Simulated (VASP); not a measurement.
Set up this calculation in VASP 6.6.1, as the native input.

* Task: single point
* Functional: PBE
* Potentials or basis: VASP PAW PBE potentials, release 64 (Cu)
* Cutoff: 520 eV
* k mesh: 6 × 6 × 6
* Occupations: gaussian, width 0.1 eV
* Spin: no spin polarisation
* Dipole correction: no
* Further INCAR settings: ALGO = Normal; EDIFF = 1e-06; NBANDS = 18

The structure of Cu lies in POSCAR:

```
Cu
1.0
    2.5253148000      0.0000000000      0.0000000000
    0.0000000000      2.6569424500      0.0000000000
   -0.3127232200      0.0000000000      3.5092790200
Cu
2
Direct
    0.8437147900      0.7500000000      0.7779575000
    0.1562852100      0.2500000000      0.2220425000
```

One way to write it, as run:

INCAR

```
SYSTEM = Cu
  PREC = Accurate
  ENCUT = 520
  EDIFF = 1E-6
  ISMEAR = 0
  SIGMA = 0.1
  LREAL = .FALSE.
  LASPH = .TRUE.
  NELM = 100
  ALGO = Normal
  ISIF = 2
  LWAVE = .FALSE.
  LCHARG = .FALSE.
  GGA = PE
  NBANDS = 18
```

KPOINTS

```
regular mesh
0
G
  6 6 6
  0 0 0
```

Potentials or basis: VASP PAW PBE potentials, release 64 (Cu).

Run with:

```sh
$ cat potpaw_PBE.64/Cu/POTCAR > POTCAR
$ mpirun -np 1 vasp_std > vasp.out
```

Results of the run:

The pressure is 18.9 GPa. The largest force is 3.745 eV/Å and the band gap on the k mesh is zero (bands 11 and 12 overlap by 6.88 eV).

Caveat: the k points lie up to 0.42 Å⁻¹ apart, too coarse for converged energies and pressures of a metal; forces of over 1 eV/Å act on the atoms, so gaps and moduli don't describe the material at rest.

It took 42 s on 1 thread of Intel Xeon 8259CL, with other jobs on the host, peak memory 0.15 GiB.
